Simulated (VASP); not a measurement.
# CuO (P1) in VASP: further runs, part 2 of 2

VASP 6.6.1. Earlier steps stand in the parts before.

## (3) Single point, r2SCAN

File POSCAR:

```
CuO
1.0
    2.3418500000     -1.7113000000      0.0000000000
    2.3418500000      1.7113000000      0.0000000000
   -0.8500274268      0.0000000000      5.0578693947
Cu O
2 2
Direct
    0.5063060000     -0.0089130000      0.5000460000
   -0.0030500000      0.5118650000      0.0077660000
    0.4125810000      0.5821750000      0.7543040000
    0.5793590000      0.4093460000      0.2516240000
```

File INCAR.step1:

```
SYSTEM = CuO
PREC     = Accurate       ! precision mode
ENCUT    = 520            ! plane-wave cutoff, eV
ISMEAR   = 1              ! smearing method
SIGMA    = 0.1            ! smearing width, eV
LREAL    = .False.        ! projectors in reciprocal space
LASPH    = .True.         ! aspherical terms in the spheres
NELM     = 100            ! most SCF steps
NBANDS   = 25             ! bands
GGA      = PE             ! functional
ALGO     = Normal         ! electronic algorithm
EDIFF    = 1E-4           ! SCF threshold, eV
LWAVE    = .True.         ! write WAVECAR
LCHARG   = .False.        ! write CHGCAR
```

File INCAR.step2:

```
SYSTEM = CuO
PREC     = Accurate       ! precision mode
ENCUT    = 520            ! plane-wave cutoff, eV
EDIFF    = 1E-6           ! SCF threshold, eV
ISMEAR   = 1              ! smearing method
SIGMA    = 0.1            ! smearing width, eV
LREAL    = .False.        ! projectors in reciprocal space
LASPH    = .True.         ! aspherical terms in the spheres
NELM     = 100            ! most SCF steps
ALGO     = Normal         ! electronic algorithm
ISIF     = 2              ! what is computed and relaxed
LWAVE    = .False.        ! write WAVECAR
LCHARG   = .False.        ! write CHGCAR
METAGGA  = R2SCAN         ! meta-GGA
LMIXTAU  = .True.       
NBANDS   = 25             ! bands
ISTART   = 1
```

File KPOINTS:

```
regular mesh
0
Gamma
  9 9 5
  0 0 0
```

Potentials or basis: VASP PAW PBE potentials, release 64 (Cu, O).

Command:

```sh
> cat potpaw_PBE.64/Cu/POTCAR potpaw_PBE.64/O/POTCAR > POTCAR
> cp INCAR.step1 INCAR
> mpirun -np 1 vasp_std > vasp.out
> cp INCAR.step2 INCAR
> mpirun -np 1 vasp_std > vasp.out
```

OUTCAR:

```text
SYSTEM = CuO
   PREC = Accurate
   ENCUT = 520
   EDIFF = 1E-6
   ISMEAR = 1
   LREAL = .False.
   LASPH = .True.
   NELM = 100
   ISIF = 2
   METAGGA = R2SCAN
   ISTART = 1

 ion  position               nearest neighbor table
   1  0.506  0.991  0.500-   4 1.94   4 1.95   3 1.97   3 1.98
   2  0.997  0.512  0.008-   4 1.93   3 1.96   4 1.96   3 1.97
   3  0.413  0.582  0.754-   2 1.96   2 1.97   1 1.97   1 1.98
   4  0.579  0.409  0.252-   2 1.93   1 1.94   1 1.95   2 1.96

  LATTYP: Found a base centered monoclinic cell.
 ALAT       =     4.6837000000
 B/A-ratio  =     0.7307470589
 C/A-ratio  =     1.0950317057
 COS(beta)  =    -0.1657361228

  Lattice vectors:

 A1 = (   2.3418500000,  -1.7113000000,   0.0000000000)
 A2 = (   2.3418500000,   1.7113000000,   0.0000000000)
 A3 = (  -0.8500274268,   0.0000000000,   5.0578693947)

Analysis of symmetry for initial positions (statically):
=====================================================================
 Subroutine PRICEL returns:
 Original cell was already a primitive cell.

 Routine SETGRP: Setting up the symmetry group for a
 base centered monoclinic supercell.

[... 171 lines left out ...]
 E-fermi :   5.5169     XC(G=0): -12.6191

 val. band max:        5.5164442210   @ k =  -0.2222   0.4444  -0.4000
 cond. band min:       5.5242769293   @ k =  -0.1111  -0.3333  -0.0000
 fundamental gap:      0.0078327083
 Fermi energy:         5.5168582558

 k-point     1 :       0.0000    0.0000    0.0000
  band No.  band energies     occupation
      1     -15.5543      2.00000
      2     -14.2574      2.00000
      3      -2.8379      2.00000
      4      -0.2419      2.00000
      5       0.1401      2.00000
      6       2.0610      2.00000
[... 661 lines left out ...]
     24      21.6684      0.00000
     25      21.9917      0.00000

 [... further k-points ...]

------------------------ aborting loop because EDIFF is reached ----------------------------------------

  FORCE on cell =-STRESS in cart. coord.  units (eV):
  Direction    XX          YY          ZZ          XY          YZ          ZX
  --------------------------------------------------------------------------------------
  -------------------------------------------------------------------------------------
  Total       -0.2092565      0.1557952     -0.4796186     -0.0468453     -0.1244483     -0.2692620
  in kB       -8.2700221      6.1571784    -18.9550008     -1.8513705     -4.9183177    -10.6414986
  external PRESSURE =      -7.0226148 kB  Pullay stress =       0.0000000 kB

 VOLUME and BASIS-vectors are now :
 -----------------------------------------------------------------------------
  energy-cutoff  :      520.00
  volume of cell :       40.54
      direct lattice vectors                 reciprocal lattice vectors
     2.341850000 -1.711300000  0.000000000     0.213506416 -0.292175539  0.035881968
     2.341850000  1.711300000  0.000000000     0.213506416  0.292175539  0.035881968
    -0.850027427  0.000000000  5.057869395     0.000000000  0.000000000  0.197711709

 POSITION                                       TOTAL-FORCE (eV/Angst)
 -----------------------------------------------------------------------------------
      3.08162      0.82961      2.52917        -0.041268      0.150615      0.407241
      3.52682     -0.83013      0.03928        -0.194544      0.008321     -0.351204
      1.68839      0.29023      3.81517         0.093543     -0.366745     -0.109909
      2.10151     -0.29094      1.27268         0.142269      0.207809      0.053872
 -----------------------------------------------------------------------------------
    total drift:                                0.009397     -0.007585      0.010334

  FREE ENERGIE OF THE ION-ELECTRON SYSTEM (eV)
  ---------------------------------------------------
  free  energy   TOTEN  =       -36.3517049119 eV

  energy  without entropy=      -36.3515966266  energy(sigma->0) =      -36.35166882
```

OUTCAR.step1:

```text
SYSTEM = CuO
   PREC = Accurate
   ENCUT = 520
   ISMEAR = 1
   LREAL = .False.
   LASPH = .True.
   NELM = 100
[... 903 lines left out ...]
      3.52682     -0.83013      0.03928        -0.193403      0.026073     -0.350204
      1.68839      0.29023      3.81517         0.091655     -0.347881     -0.099992
      2.10151     -0.29094      1.27268         0.143729      0.177820      0.041010
 -----------------------------------------------------------------------------------
    total drift:                               -0.002633     -0.000943      0.000328

  FREE ENERGIE OF THE ION-ELECTRON SYSTEM (eV)
  ---------------------------------------------------
  free  energy   TOTEN  =       -19.5042629345 eV

  energy  without entropy=      -19.5039021499  energy(sigma->0) =      -19.50414267
```

OSZICAR.step1:

```text
N       E                     dE             d eps       ncg     rms          rms(c)
DAV:   1     0.299343755427E+03    0.29934E+03   -0.16416E+04 10695   0.217E+03
DAV:   2     0.115898775507E+02   -0.28775E+03   -0.26494E+03 10356   0.400E+02
DAV:   3    -0.243613683885E+02   -0.35951E+02   -0.34030E+02 12355   0.157E+02
DAV:   4    -0.255924653370E+02   -0.12311E+01   -0.12236E+01 12637   0.310E+01
DAV:   5    -0.256145111616E+02   -0.22046E-01   -0.22036E-01 12897   0.374E+00    0.174E+01
DAV:   6    -0.229295445975E+02    0.26850E+01   -0.35574E+01 14486   0.150E+02    0.132E+01
DAV:   7    -0.194434244778E+02    0.34861E+01   -0.97745E+00 12244   0.116E+02    0.267E+00
DAV:   8    -0.195497775255E+02   -0.10635E+00   -0.16234E+00 14043   0.124E+01    0.199E+00
DAV:   9    -0.195709710676E+02   -0.21194E-01   -0.50483E-01 15004   0.200E+01    0.292E+00
DAV:  10    -0.195113792733E+02    0.59592E-01   -0.27869E-01 15421   0.137E+01    0.512E-01
DAV:  11    -0.195042537928E+02    0.71255E-02   -0.12021E-02 16262   0.279E+00    0.263E-01
DAV:  12    -0.195042315117E+02    0.22281E-04   -0.50715E-03 15738   0.111E+00    0.728E-02
DAV:  13    -0.195042629345E+02   -0.31423E-04   -0.25452E-04  6933   0.500E-01
   1 F= -.19504263E+02 E0= -.19504143E+02  d E =-.360785E-03
```

Run time: 4.6 min. Hardware: 1 thread of Intel Xeon 6975P-C (Granite Rapids), shared host; peak memory 0.3 GiB.

What came out:

```yaml
Free_energy: -36.3517 eV
Pressure: -0.7 GPa
Largest_force: 0.436 eV/Å
Band_gap_on_the_k_mesh: zero (bands 17 and 18 overlap by 0.54 eV)
```

Forces on the atoms (eV/Å):
```
Cu  -0.041  0.151  0.407
Cu  -0.195  0.008 -0.351
O    0.094 -0.367 -0.110
O    0.142  0.208  0.054
```

Stress tensor (GPa, compression positive):
```
-0.83 -0.19 -1.06
-0.19  0.62 -0.49
-1.06 -0.49 -1.90
```

Levels at points of the mesh, in eV from the Fermi level:
```csv
k point,band 14,band 15,band 16,band 17,band 18,band 19,band 20,band 21
"(0.00, 0.00, 0.00)",-2.39,-2.32,-1.85,0.19,0.97,2.05,6.55,8.75
```

Caveat: the PAW data sets were made with another functional, which shifts forces and pressure a little; semilocal functionals often make such compounds metallic where correlation or magnetic order opens a gap, which also shifts bond lengths. With open d or f shells a metallic result of r2SCAN can be an artefact of self-interaction; +U or a hybrid may open a gap.
